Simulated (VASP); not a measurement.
# ZnCd2Te2 in VASP: notebook, part 2 of 2

VASP 6.6.1. The steps go on from the part before.

### Step 3. Single point, PBE

INCAR

```
SYSTEM = ZnCd2Te2
  ALGO = Normal
  DIPOL = 0.5 0.5 0.374
  EDIFF = 1E-6
  ENCUT = 520
  GGA = PE
  IDIPOL = 3
  ISIF = 2
  ISMEAR = 0
  LASPH = .TRUE.
  LCHARG = .FALSE.
  LDIPOL = .TRUE.
  LREAL = .FALSE.
  LWAVE = .FALSE.
  NBANDS = 32
  NELM = 60
  PREC = Accurate
  SIGMA = 0.05
```

KPOINTS

```
k-points
0
G
  6 6 1
  0 0 0
```

POSCAR

```
ZnCd2Te2
1.0
    4.6794578583      0.0000000000      0.0000000000
   -2.3397289292      4.0525293813      0.0000000000
    0.0000000000      0.0000000000     20.0807280860
Te Cd Zn
2 2 1
Direct
    0.0000000000      0.0000000000      0.1991959646
    0.3333333333      0.6666666667      0.4037116126
    0.3333333333      0.6666666667      0.2467634796
    0.6666666667      0.3333333334      0.4273116019
    1.1111111111      0.5555555556      0.5945103707
```

Potentials or basis: VASP PAW PBE potentials, release 64 (Te, Cd, Zn).

Started as:

```
$ cat potpaw_PBE.64/Te/POTCAR potpaw_PBE.64/Cd/POTCAR potpaw_PBE.64/Zn/POTCAR > POTCAR
$ mpirun -np 1 vasp_std > vasp.out
```

OUTCAR:

```text
SYSTEM = ZnCd2Te2
   EDIFF = 1E-6
   ENCUT = 520
   GGA = PE
   ISIF = 2
   ISMEAR = 0
   LASPH = .TRUE.
   LREAL = .FALSE.
   NELM = 60
   PREC = Accurate

 ion  position               nearest neighbor table
   1  0.000  0.000  0.199-   3 2.87   3 2.87   3 2.87
   2  0.333  0.667  0.404-   4 2.74   4 2.74   4 2.74   3 3.15
   3  0.333  0.667  0.247-   1 2.87   1 2.87   1 2.87   2 3.15
   4  0.667  0.333  0.427-   2 2.74   2 2.74   2 2.74
   5  0.111  0.556  0.595-

  LATTYP: Found a hexagonal cell.
 ALAT       =     4.6794578583
 C/A-ratio  =     4.2912509727

  Lattice vectors:

 A1 = (   4.6794578583,   0.0000000000,   0.0000000000)
 A2 = (  -2.3397289292,   4.0525293813,   0.0000000000)
 A3 = (   0.0000000000,   0.0000000000,  20.0807280860)

Analysis of symmetry for initial positions (statically):
=====================================================================
 Subroutine PRICEL returns:
 Original cell was already a primitive cell.

 Routine SETGRP: Setting up the symmetry group for a
 hexagonal supercell.

 Subroutine GETGRP returns: Found  2 space group operations
 (whereof  2 operations were pure point group operations)
 out of a pool of 24 trial point group operations.

The static configuration has the point symmetry C_1h.

Analysis of symmetry for dynamics (positions and initial velocities):
=====================================================================
 Subroutine PRICEL returns:
 Original cell was already a primitive cell.

 Routine SETGRP: Setting up the symmetry group for a
 hexagonal supercell.

 Subroutine GETGRP returns: Found  2 space group operations
 (whereof  2 operations were pure point group operations)
 out of a pool of 24 trial point group operations.

The dynamic configuration has the point symmetry C_1h.

 Subroutine INISYM returns: Found  2 space group operations
 (whereof  2 operations are pure point group operations),
 and found     1 'primitive' translations

----------------------------------------------------------------------------------------

                                     Primitive cell

  volume of cell :     380.8037

  direct lattice vectors                    reciprocal lattice vectors
     4.679457858  0.000000000  0.000000000     0.213699969  0.123379735  0.000000000
    -2.339728929  4.052529381  0.000000000     0.000000000  0.246759469  0.000000000
     0.000000000  0.000000000 20.080728086     0.000000000  0.000000000  0.049798991

  length of vectors
     4.679457858  4.679457858 20.080728086     0.246759469  0.246759469  0.049798991

  position of ions in fractional coordinates (direct lattice)
     0.000000000  0.000000000  0.199195965
     0.333333333  0.666666667  0.403711613
     0.333333333  0.666666667  0.246763480
     0.666666667  0.333333333  0.427311602
     0.111111111  0.555555556  0.594510371

  ion indices of the primitive-cell ions
   primitive index   ion index
                 1           1
                 2           2
                 3           3
                 4           4
                 5           5

[... 37 lines left out ...]
  0.333333  0.166667  0.000000      4.000000
 -0.166667  0.500000  0.000000      4.000000
  0.500000  0.333333  0.000000      4.000000
  0.333333  0.333333  0.000000      2.000000
   k-points           NKPTS =     13   k-points in BZ     NKDIM =     13   number of bands    NBANDS=     32
   number of dos      NEDOS =    301   number of ions     NIONS =      5
   total plane-waves  NPLWV = 194400
   dimension x,y,z NGX =    36 NGY =   36 NGZ =  150
   dimension x,y,z NGXF=    72 NGYF=   72 NGZF=  300
   ions per type =               2   2   1
   NGX,Y,Z   is equivalent  to a cutoff of  12.79, 12.79, 12.42 a.u.
   NGXF,Y,Z  is equivalent  to a cutoff of  25.58, 25.58, 24.84 a.u.
 SYSTEM =  ZnCd2Te2
   PREC   = accura    normal or accurate (medium, high low for compatibility)
   ISTART =      0    job   : 0-new  1-cont  2-samecut
   ICHARG =      2    charge: 1-file 2-atom 10-const
   ISPIN  =      1    spin polarized calculation?
   LNONCOLLINEAR =      F non collinear calculations
   LSORBIT =      F    spin-orbit coupling
   LASPH  =      T    aspherical Exc in radial PAW
   ENCUT  =  520.0 eV  38.22 Ry    6.18 a.u.   8.70  8.70 37.34*2*pi/ulx,y,z
   NELM   =     60;   NELMIN=  2; NELMDL= -5     # of ELM steps
   EDIFF  = 0.1E-05   stopping-criterion for ELM
   LREAL  =      F    real-space projection
   EDIFFG = 0.1E-04   stopping-criterion for IOM
   NSW    =      0    number of steps for IOM
   IBRION =     -1    ionic relax: 0-MD 1-quasi-New 2-CG
   NFREE  =      0    steps in history (QN), initial steepest desc. (CG)
   ISIF   =      2    stress and relaxation
   ISYM   =      2    0-nonsym 1-usesym 2-fastsym
   POTIM  = 0.5000    time-step for ionic-motion
   TEBEG  =    0.0;   TEEND  =   0.0 temperature during run
   PSTRESS=    0.0 pullay stress
   NELECT =      48.0000    total number of electrons
   NUPDOWN=      -1.0000    fix difference up-down
   EMIN   =  10.00;   EMAX   =-10.00  energy-range for DOS
   EFERMI =   0.00;   METHOD = LEGACY
   ISMEAR =     0;   SIGMA  =   0.05  broadening in eV -4-tet -1-fermi 0-gaus
   EFERMI_NEDOS =   21; number of points for ismear=-14 and -15
   IALGO  =     38    algorithm
   IMIX   =      4    mixing-type and parameters
     AMIX     =   0.40;   BMIX     =  1.00
     AMIX_MAG =   1.60;   BMIX_MAG =  1.00
  volume/ion in A,a.u.               =      76.16       513.96
  Fermi-wavevector in a.u.,A,eV,Ry     =   0.820833  1.551150  9.167156  0.673767
  Thomas-Fermi vector in A             =   1.931885
   LORBIT       =      0    0 simple, 1 ext, 2 COOP (PROOUT), +10 PAW based schemes
   GGA     = PE    functional components
   LHFCALC =     F    Hartree Fock is set to
   AEXX    =    0.0000 exact exchange contribution
   IVDW    =     0    specifies the selected vdW correction
   LEPSILON=     F    determine dielectric tensor
   LRPA    =     F    only Hartree local field effects (RPA)
 non-spin polarized calculation
 Gauss-broadening in eV      SIGMA  =   0.05
  energy-cutoff  :      520.00
  volume of cell :      380.80
 maximum number of plane-waves:     10277
 NGX is ok and might be reduce to    36
   NGX = 17   NGY = 17   NGZ = 75

 number of electron      47.9999981 magnetization

 dipolmoment           0.000000      0.000000     -0.227994 electrons x Angstroem

 Free energy of the ion-electron system (eV)
  ---------------------------------------------------
  ext. energy  EPLUGINS =         0.00000000
  ---------------------------------------------------
  free energy    TOTEN  =        -8.80012337 eV

  energy without entropy =       -8.79855619  energy(sigma->0) =       -8.79933978

 E-fermi :  -1.5025     XC(G=0):  -4.5883

 val. band max:       -1.5025746205   @ k =   0.0000   0.0000   0.0000
 cond. band min:      -1.5024126663   @ k =   0.0000   0.0000   0.0000
 fundamental gap:      0.0001619542
 Fermi energy:        -1.5024936434

 k-point     1 :       0.0000    0.0000    0.0000
  band No.  band energies     occupation
      1     -13.8190      2.00000
      2     -11.6828      2.00000
      3     -11.3023      2.00000
      4     -11.3020      2.00000
      5     -11.0102      2.00000
      6     -11.0090      2.00000
[... 444 lines left out ...]
     31       2.9091      0.00000
     32       3.8374      0.00000

------------------------ aborting loop because EDIFF is reached ----------------------------------------

 vacuum level on the upper side and lower side of the slab       (xc-potential included)        -1.225         0.975

  FORCE on cell =-STRESS in cart. coord.  units (eV):
  Direction    XX          YY          ZZ          XY          YZ          ZX
  --------------------------------------------------------------------------------------
  -------------------------------------------------------------------------------------
  Total        0.3494847      0.3287946     -0.4026594      0.0179181     -0.1305360     -0.2260950
  in kB        1.4704069      1.3833563     -1.6941321      0.0753881     -0.5492116     -0.9512623
  external PRESSURE =       0.3865437 kB  Pullay stress =       0.0000000 kB

 VOLUME and BASIS-vectors are now :
 -----------------------------------------------------------------------------
  energy-cutoff  :      520.00
  volume of cell :      380.80
      direct lattice vectors                 reciprocal lattice vectors
     4.679457858  0.000000000  0.000000000     0.213699969  0.123379735  0.000000000
    -2.339728929  4.052529381  0.000000000     0.000000000  0.246759469  0.000000000
     0.000000000  0.000000000 20.080728086     0.000000000  0.000000000  0.049798991

 POSITION                                       TOTAL-FORCE (eV/Angst)
 -----------------------------------------------------------------------------------
      0.00000      0.00000      4.00000         0.005511      0.003182      0.434667
     -0.00000      2.70169      8.10682         0.040184      0.023200     -0.113838
     -0.00000      2.70169      4.95519         0.000901      0.000520     -0.420735
      2.33973      1.35084      8.58073         0.006644      0.003836      0.100645
     -0.77991      2.25141     11.93820        -0.053240     -0.030738     -0.000740
 -----------------------------------------------------------------------------------
    total drift:                                0.000168      0.000096     -0.000517

  FREE ENERGIE OF THE ION-ELECTRON SYSTEM (eV)
  ---------------------------------------------------
  free  energy   TOTEN  =        -8.8001233746 eV

  energy  without entropy=       -8.7985561854  energy(sigma->0) =       -8.79933978

 vacuum level on the upper side and lower side of the slab         1.852         4.098
```

Run time: 2.3 min. Hardware: 1 thread of Intel Xeon 6975P-C (Granite Rapids), shared host; peak memory 0.55 GiB.

Results:

```yaml
Free_energy: -8.8001 eV
Largest_force: 0.435 eV/Å
Band_gap_on_the_k_mesh: zero (filled and empty bands touch)
```

Forces on the atoms (eV/Å):
```
Te   0.006  0.003  0.435
Te   0.040  0.023 -0.114
Cd   0.001  0.001 -0.421
Cd   0.007  0.004  0.101
Zn  -0.053 -0.031 -0.001
```

Caveat: spin-orbit coupling is left out, which moves the levels of the heavy elements.

### Step 4. Single point, PBE

INCAR

```
SYSTEM = ZnCd2Te2
  PREC = Accurate
  ENCUT = 520
  EDIFF = 1E-6
  ISMEAR = 0
  SIGMA = 0.05
  LREAL = .FALSE.
  LASPH = .TRUE.
  NELM = 100
  ALGO = Normal
  ISIF = 2
  LWAVE = .FALSE.
  LCHARG = .TRUE.
  LDIPOL = .TRUE.
  IDIPOL = 3
  DIPOL = 0.5 0.5 0.370
  GGA = PE
  LELF = .TRUE.
  LVHAR = .TRUE.
  LVACPOTAV = .TRUE.
  NBANDS = 32
```

KPOINTS

```
Automatic mesh
0
G
  6 6 1
  0 0 0
```

POSCAR

```
ZnCd2Te2
1.0
    4.6794578583      0.0000000000      0.0000000000
   -2.3397289292      4.0525293813      0.0000000000
    0.0000000000      0.0000000000     20.0807280860
Te Cd Zn
2 2 1
Direct
    0.0000000000      0.0000000000      0.1991959646
    0.3333333334      0.6666666667      0.4037116126
    0.3333333334      0.6666666667      0.2467634796
    0.6666666667      0.3333333333      0.4273116019
    1.1111111111      1.2222222222      0.5740510359
```

Started as:

```
$ cat potpaw_PBE.64/Te/POTCAR potpaw_PBE.64/Cd/POTCAR potpaw_PBE.64/Zn/POTCAR > POTCAR
$ mpirun -np 1 vasp_std > vasp.out
```

Wall time 2.7 min (1 thread of Intel Xeon 6975P-C (Granite Rapids), shared host); peak memory 0.53 GiB.

It converged, with:

```yaml
Free_energy: -8.8207 eV
Largest_force: 0.431 eV/Å
Band_gap_on_the_k_mesh: zero (filled and empty bands touch)
```

Forces on the atoms (eV/Å):
```
Te   0.000  0.003  0.431
Te   0.000  0.070 -0.161
Cd   0.000  0.003 -0.407
Cd   0.000 -0.035  0.137
Zn   0.000 -0.042  0.000
```

Levels at points of the mesh, in eV from the Fermi level:
```
           k point  band 20  band 21  band 22  band 23  band 24  band 25  band 26  band 27  band 28  band 29
(0.00, 0.00, 0.00)    -1.85    -1.85    -1.31    -0.29     0.00     0.00     1.44     2.08     3.32     3.54
(0.50, 0.00, 0.00)    -3.00    -2.65    -1.92    -0.88    -0.76     0.36     1.20     2.25     2.47     3.47
(0.00, 0.50, 0.00)    -2.96    -2.55    -2.14    -0.88    -0.71     0.75     1.35     1.62     2.56     3.49
```

Caveat: spin-orbit coupling is left out, which moves the levels of the heavy elements.

### Step 5. Single point, PBE

INCAR

```
ALGO = Normal
DIPOL = 0.5 0.5 0.375
EDIFF = 1E-6
ENCUT = 520
GGA = PE
IDIPOL = 3
ISIF = 2
ISMEAR = 0
LASPH = T
LCHARG = F
LDIPOL = T
LREAL = F
LWAVE = F
NBANDS = 32
NELM = 100
PREC = Accurate
SIGMA = 0.05
```

KPOINTS

```
k-points
0
Gamma
  6 6 1
```

POSCAR

```
ZnCd2Te2
1.0
    4.6794578583      0.0000000000      0.0000000000
   -2.3397289292      4.0525293813      0.0000000000
    0.0000000000      0.0000000000     20.0807280860
Te Cd Zn
2 2 1
Direct
    0.0000000000      0.0000000000      0.1991959646
    0.3333333333      0.6666666667      0.4037116126
    0.3333333333      0.6666666667      0.2467634796
    0.6666666667      0.3333333334      0.4273116019
    1.5555555556      0.7777777778      0.6003089139
```

Started as:

```
$ cat potpaw_PBE.64/Te/POTCAR potpaw_PBE.64/Cd/POTCAR potpaw_PBE.64/Zn/POTCAR > POTCAR
$ mpirun -np 1 vasp_std > vasp.out
```

Run time: 2.7 min. Hardware: 1 thread of Intel Xeon 6975P-C (Granite Rapids), shared host; peak memory 0.56 GiB.

Results (log left out):

```yaml
Free_energy: -8.7908 eV
Largest_force: 0.435 eV/Å
Band_gap_on_the_k_mesh: zero (filled and empty bands touch)
```

Forces in eV/Å, atoms in the order of the input:
```
Te  -0.002 -0.001  0.435
Te  -0.025 -0.015 -0.080
Cd  -0.001 -0.001 -0.423
Cd   0.008  0.005  0.066
Zn   0.020  0.012  0.002
```

Levels at points of the mesh, in eV from the Fermi level:
| k point | band 22 | band 23 | band 24 | band 25 | band 26 | band 27 |
| --- | --- | --- | --- | --- | --- | --- |
| (0.00, 0.00, 0.00) | -1.44 | -0.31 | 0.00 | 0.00 | 1.36 | 1.90 |
| (0.50, 0.00, 0.00) | -2.01 | -0.88 | -0.71 | 0.81 | 0.97 | 1.83 |
| (0.00, 0.50, 0.00) | -1.97 | -0.88 | -0.74 | 0.50 | 1.13 | 2.23 |

Caveat: spin-orbit coupling is left out, which moves the levels of the heavy elements.

### Step 6. Single point, PBE

INCAR

```
SYSTEM = ZnCd2Te2
ALGO = Normal
DIPOL = 0.5 0.5 0.369
EDIFF = 1E-6
ENCUT = 520
GGA = PE
IDIPOL = 3
ISIF = 2
ISMEAR = 0
LASPH = .True.
LCHARG = .False.
LDIPOL = .True.
LREAL = .False.
LWAVE = .False.
NBANDS = 32
NELM = 100
PREC = Accurate
SIGMA = 0.05
```

KPOINTS

```
k-points
0
Gamma
  6 6 1
  0 0 0
```

POSCAR

```
ZnCd2Te2
1.0
    4.6794578583      0.0000000000      0.0000000000
   -2.3397289292      4.0525293813      0.0000000000
    0.0000000000      0.0000000000     20.0807280860
Te Cd Zn
2 2 1
Direct
    0.0000000000      0.0000000000      0.1991959646
    0.3333333334      0.6666666667      0.4037116126
    0.3333333334      0.6666666667      0.2467634796
    0.6666666667      0.3333333333      0.4273116019
    0.7777777778      0.5555555556      0.5685462800
```

Potentials or basis: VASP PAW PBE potentials, release 64 (Te, Cd, Zn).

Started as:

```
$ cat potpaw_PBE.64/Te/POTCAR potpaw_PBE.64/Cd/POTCAR potpaw_PBE.64/Zn/POTCAR > POTCAR
$ mpirun -np 1 vasp_std > vasp.out
```

Run time: 2.2 min. Hardware: 1 thread of Intel Xeon 6975P-C (Granite Rapids), shared host; peak memory 0.54 GiB.

It converged, with:

```
Free energy            : -8.9059 eV
Largest force          : 0.432 eV/Å
Band gap on the k mesh : zero (filled and empty bands touch)
```

Forces on the atoms (eV/Å):
```
Te   0.000  0.010  0.432
Te   0.000  0.060 -0.258
Cd   0.000 -0.002 -0.411
Cd   0.000 -0.017  0.227
Zn   0.000 -0.051  0.010
```

Levels at points of the mesh, in eV from the Fermi level:
| k point | band 20 | band 21 | band 22 | band 23 | band 24 | band 25 | band 26 | band 27 | band 28 | band 29 |
| --- | --- | --- | --- | --- | --- | --- | --- | --- | --- | --- |
| (0.00, 0.00, 0.00) | -1.87 | -1.86 | -1.34 | -0.34 | 0.00 | 0.00 | 1.36 | 1.85 | 3.29 | 3.42 |
| (0.50, 0.00, 0.00) | -3.08 | -2.74 | -2.32 | -0.88 | -0.72 | 0.52 | 1.06 | 1.54 | 2.50 | 3.28 |
| (0.00, 0.50, 0.00) | -3.11 | -2.97 | -1.98 | -0.88 | -0.69 | 0.26 | 0.82 | 2.10 | 2.63 | 3.27 |

Caveat: spin-orbit coupling is left out, which moves the levels of the heavy elements.

### Step 7. The runs side by side

```csv
cell,gap on the mesh (eV),largest force (eV/Å)
"a = 4.679, b = 4.679, c = 20.081 Å, angles 90.0, 90.0, 120.0°, 5 atoms, atomic positions A",none,0.43
"a = 4.679, b = 4.679, c = 20.081 Å, angles 90.0, 90.0, 120.0°, 5 atoms, atomic positions B",none,0.43
"a = 4.679, b = 4.679, c = 20.081 Å, angles 90.0, 90.0, 120.0°, 5 atoms, atomic positions C",none,0.43
"a = 4.679, b = 4.679, c = 20.081 Å, angles 90.0, 90.0, 120.0°, 5 atoms, atomic positions D",none,0.44
"a = 4.679, b = 4.679, c = 20.081 Å, angles 90.0, 90.0, 120.0°, 5 atoms, atomic positions E",none,0.43
```

Alike in all rows: task single point; level PBE; potentials or basis VASP PAW PBE potentials, release 64 (Te, Cd, Zn); no spin polarisation; k mesh 6 × 6 × 1; cutoff (eV) 520; smearing gaussian 0.05 eV.

Caveats: spin-orbit coupling is left out, which moves the levels of the heavy elements.

Total energies depend on the potentials used, so only differences within one code and one set of settings carry meaning.
